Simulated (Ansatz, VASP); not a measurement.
# One calculation of SnTe, two programs

File INCAR:

```
ALGO = Normal
EDIFF = 1E-8
ENCUT = 520
GGA = CA
ISIF = 2
ISMEAR = -1
LASPH = T
LCHARG = F
LEFG = T
LREAL = F
LWAVE = F
NBANDS = 17
NELM = 80
PREC = Accurate
SIGMA = 0.08
```

The input KPOINTS:

```
k-points
0
Gamma
  11 11 11
```

POSCAR

```
SnTe
1.0
    0.0000000000      3.1353147979      3.1353147979
    3.1353147979      0.0000000000      3.1353147979
    3.1353147979      3.1353147979      0.0000000000
Sn Te
1 1
Direct
    0.0000000000      0.0000000000      0.0000000000
    0.5000000000      0.5000000000      0.5000000000
```

Input for Ansatz:

```yaml
crystal:
  lattice:
    - [0.0, 3.1353147979, 3.1353147979]
    - [3.1353147979, 0.0, 3.1353147979]
    - [3.1353147979, 3.1353147979, 0.0]
  atoms:
    - { symbol: Sn, position: [0.0, 0.0, 0.0] }
    - { symbol: Te, position: [0.5, 0.5, 0.5] }
kpoints:
  mp_grid: { grid: [11, 11, 11] }
scf:
  occupations: { method: fermi_dirac, width: 0.08 }
hamiltonian:
  xc: lda
  pseudopotentials: { kind: paw }
output:
  forces: true
  stress: true
  eigenvalues: true
  efg: { contact_densities: true }
  write_density: true
  write_potential: true
  elf: true
  volumetric_format: npy
```

Change from the starting cell: volume scaled by 0.98, PAW files.

Alike in both runs: task electric field gradients; functional LDA; k mesh 11 × 11 × 11; occupations fermi-dirac, width 0.08 eV; no spin polarisation.

```csv
,VASP,Ansatz
version,VASP 6.6.1,Ansatz 0.2.0
potentials or method,"VASP PAW LDA potentials, release 64 (Sn_d, Te)","PAW with Ansatz's default frozen-core files, scalar-relativistic"
plane-wave cutoff (eV),520,420
valence electrons in the cell,20,30
```

|  | VASP | Ansatz | Ansatz less VASP |
| --- | --- | --- | --- |
| pressure (GPa) | -0.8 | -0.8 | -0.06 |

LDA's correlation is that of Perdew and Zunger in VASP and of Perdew and Wang (1992) in Ansatz. VASP's potentials hold 20 valence electrons a cell and Ansatz's 30, so a difference there can come from the potentials and not from the codes.

Spin-orbit coupling is off throughout.
